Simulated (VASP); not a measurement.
Crystal: PbO2.

```
CELL_PARAMETERS angstrom
0.00000 2.56126 2.56126
2.56126 0.00000 2.56126
2.56126 2.56126 0.00000
ATOMIC_POSITIONS crystal
Pb 0.00000 0.00000 0.00000
O 0.25000 0.25000 0.25000
O 0.75000 0.75000 0.75000
```

| Quantity | Value |
| --- | --- |
| Program | VASP 6.6.1 |
| Task | relaxation of cell and atoms |
| Functional | PBE |
| Potentials or basis | VASP PAW PBE potentials, release 64 (Pb_d, O) |
| Cutoff | 600 eV |
| k mesh | 6 × 6 × 6 |
| Occupations | gaussian, width 0.1 eV |
| Spin | no spin polarisation |

At the start: pressure 32.5 GPa; volume 11.20 Å³/atom.

Problem. How do energy, volume and symmetry change on relaxing?

Solution. Over 3 steps the energy falls by 170.3 meV/atom and the volume is 13.21 Å³/atom (+17.9 %); space group Fm-3m (No. 225, to 0.05 Å).

Step by step:
```csv
step,energy change (eV),largest force (eV/Å),pressure (GPa),volume (Å³)
1,0.0000,0.0000,32.55,33.60
2,-0.1978,0.0000,-13.50,45.93
3,-0.5108,0.0000,-0.37,39.63
```

Final structure:
```
Pb O
1.0
     0.00000    2.70613    2.70613
     2.70613    0.00000    2.70613
     2.70613    2.70613    0.00000
Pb O
1 2
Direct
  0.00000 0.00000 0.00000
  0.25000 0.25000 0.25000
  0.75000 0.75000 0.75000
```

Caveat: the volume moved by over 15 % at a fixed basis, so the end points are rough; the volume moved by +18 % from the deposited cell, more than functionals usually miss.
